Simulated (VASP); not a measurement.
Set up this calculation in VASP 6.6.1, as the native input.

```
Task                   : single point
Functional             : PBEsol
Dispersion             : D3(BJ)
Potentials or basis    : VASP PAW PBE potentials, release 64 (Nb_sv, As)
Cutoff                 : 520 eV
k mesh                 : 11 × 11 × 11
Occupations            : fermi-dirac, width 0.05 eV
Spin                   : no spin polarisation
Dipole correction      : no
Further INCAR settings : ALGO = Normal; EDIFF = 1e-07; NBANDS = 26
```

The structure of NbAs lies in POSCAR:

```
NbAs
1.0
   -1.7042507520      1.7042507520      5.7087747139
    1.7042507520     -1.7042507520      5.7087747139
    1.7042507520      1.7042507520     -5.7087747139
Nb As
2 2
Direct
    0.4984891914     -0.0015108086      0.5000000000
    0.7484891914      0.7484891914      0.0000000000
    0.9175108086      0.4175108086      0.5000000000
    0.1675108086      0.1675108086      0.0000000000
```

One way to write it, as run:

INCAR

```
PREC = Accurate ; ENCUT = 520
EDIFF = 1E-7 ; ISMEAR = -1
SIGMA = 0.05 ; LREAL = F
LASPH = T ; NELM = 100
ALGO = Normal ; ISIF = 2
LWAVE = F ; LCHARG = T
GGA = PS ; IVDW = 12
LELF = T ; LVHAR = T
NBANDS = 26
```

KPOINTS

```
Automatic mesh
0
Gamma
  11 11 11
```

Potentials or basis: VASP PAW PBE potentials, release 64 (Nb_sv, As).

Run with:

```console
$ cat potpaw_PBE.64/Nb_sv/POTCAR potpaw_PBE.64/As/POTCAR > POTCAR
$ mpirun -np 1 vasp_std > vasp.out
```

It gave:

The pressure is 0.2 GPa. The largest force is 0.005 eV/Å. The band gap on the k mesh is 0.04 eV (least direct gap 0.06 eV) and the dispersion energy per atom is -0.639 eV.

Caveat: the PAW data sets were made with another functional, which shifts forces and pressure a little.

Run time: 4.3 min on 1 thread of Intel(R) Xeon(R) 6975P-C (Granite Rapids), with other jobs on the host, peak memory 0.46 GiB.
